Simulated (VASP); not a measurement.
NbAs, 4 atoms in the cell. Symmetry: I4_1md, No. 109, tetragonal system. Conventional cell: a = 3.519 Å, b = 3.519 Å, c = 11.909 Å, α = 90.00°, β = 90.00°, γ = 90.00°. Nb (site symmetry 2mm) has 6 As at 2.65 to 2.68 Å and 8 Nb at 3.46 to 3.52 Å within 3.6 Å. As (site symmetry 2mm) has 6 Nb at 2.65 to 2.68 Å and 8 As at 3.46 to 3.52 Å within 3.6 Å. 

* Program: VASP 6.6.1
* Task: single point
* Functional: PBE
* Potentials or basis: VASP PAW PBE potentials, release 64 (Nb_sv, As)
* Cutoff: 520 eV
* k mesh: 11 × 11 × 11
* Occupations: fermi-dirac, width 0.05 eV
* Spin: no spin polarisation
* Dipole correction: no
* Further INCAR settings: ALGO = Normal; EDIFF = 1e-07; NBANDS = 26

Potentials or basis: VASP PAW PBE potentials, release 64 (Nb_sv, As).

Launch:

```sh
$ cat potpaw_PBE.64/Nb_sv/POTCAR potpaw_PBE.64/As/POTCAR > POTCAR
$ mpirun -np 1 vasp_std > vasp.out
```

Hardware: 1 thread of Intel(R) Xeon(R) Platinum 8488C (Sapphire Rapids), on a shared host.

Question: Estimate the wall time of this run.

Answer: Run time: 7.7 min on 1 thread of Intel(R) Xeon(R) Platinum 8488C (Sapphire Rapids), with other jobs on the host, peak memory 0.46 GiB. Counts: scf iterations 15, k points 126.
